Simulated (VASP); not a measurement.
Wanted: the native input for a VASP 6.6.1 run.

- Task: single point
- Functional: r2SCAN
- Potentials or basis: VASP PAW PBE potentials, release 64 (Ba_sv, Ti_sv, O)
- Cutoff: 520 eV
- k mesh: 8 × 8 × 8
- Occupations: gaussian, width 0.02 eV
- Spin: no spin polarisation
- Dipole correction: no
- Further INCAR settings: ALGO = Normal; EDIFF = 1e-07; NBANDS = 28

BaTiO3:

```
Ba Ti O
1.0
     3.97275    0.00000    0.00000
     0.00000    3.97275    0.00000
     0.00000    0.00000    4.29642
Ba Ti O
1 1 3
Direct
  0.50000 0.50000 0.59645
  0.00000 0.00000 0.11367
  0.00000 0.50000 0.05942
  0.50000 0.00000 0.05942
  0.00000 0.00000 0.53103
```

This cell differs from its parent crystal: strain along c alone, the other axes held: +4.5 %, then relaxed in part.

One way to write it, as run:

POSCAR

```
BaTiO3
1.0
    3.9727519242      0.0000000000      0.0000000000
    0.0000000000      3.9727519242      0.0000000000
    0.0000000000      0.0000000000      4.2964239628
Ba Ti O
1 1 3
Direct
    0.5000000000      0.5000000000      0.5964468438
    0.0000000000      0.0000000000      0.1136734497
    0.0000000000      0.5000000000      0.0594218688
    0.5000000000      0.0000000000      0.0594218688
    0.0000000000      0.0000000000      0.5310329590
```

INCAR.step1

```
PREC     = Accurate       # precision mode
ENCUT    = 520            # plane-wave cutoff, eV
ISMEAR   = 0              # smearing method
SIGMA    = 0.02           # smearing width, eV
LREAL    = F              # projectors in reciprocal space
LASPH    = T              # aspherical terms in the spheres
NELM     = 60             # most SCF steps
NBANDS   = 28             # bands
GGA      = PE             # functional
ALGO     = Normal         # electronic algorithm
EDIFF    = 1E-4           # SCF threshold, eV
LWAVE    = T              # write WAVECAR
LCHARG   = F              # write CHGCAR
```

INCAR.step2

```
PREC     = Accurate       # precision mode
ENCUT    = 520            # plane-wave cutoff, eV
EDIFF    = 1E-7           # SCF threshold, eV
ISMEAR   = 0              # smearing method
SIGMA    = 0.02           # smearing width, eV
LREAL    = F              # projectors in reciprocal space
LASPH    = T              # aspherical terms in the spheres
NELM     = 60             # most SCF steps
ALGO     = Normal         # electronic algorithm
ISIF     = 2              # what is computed and relaxed
LWAVE    = F              # write WAVECAR
LCHARG   = F              # write CHGCAR
METAGGA  = R2SCAN         # meta-GGA
LMIXTAU  = T            
NBANDS   = 28             # bands
ISTART   = 1
```

KPOINTS

```
regular mesh
0
Gamma
  8 8 8
```

Potentials or basis: VASP PAW PBE potentials, release 64 (Ba_sv, Ti_sv, O).

Run with:

```bash
$ cat potpaw_PBE.64/Ba_sv/POTCAR potpaw_PBE.64/Ti_sv/POTCAR potpaw_PBE.64/O/POTCAR > POTCAR
$ cp INCAR.step1 INCAR
$ mpirun -np 1 vasp_std > vasp.out
$ cp INCAR.step2 INCAR
$ mpirun -np 1 vasp_std > vasp.out
```

It gave:

- Pressure: -1.9 GPa
- Largest force: 0.196 eV/Å
- Band gap on the k mesh: 2.20 eV, indirect (least direct gap 2.85 eV)

Caveat: the cell differs from its parent crystal (strain along c alone, the other axes held: +4.5 %, then relaxed in part); the PAW data sets were made with another functional, which shifts forces and pressure a little; spin-orbit coupling is left out, which moves the levels of the heavy elements.

Wall time 7.5 min on 1 thread of AMD EPYC 7R43 64-Core Processor (Zen 3), with other jobs on the host, peak memory 0.25 GiB.
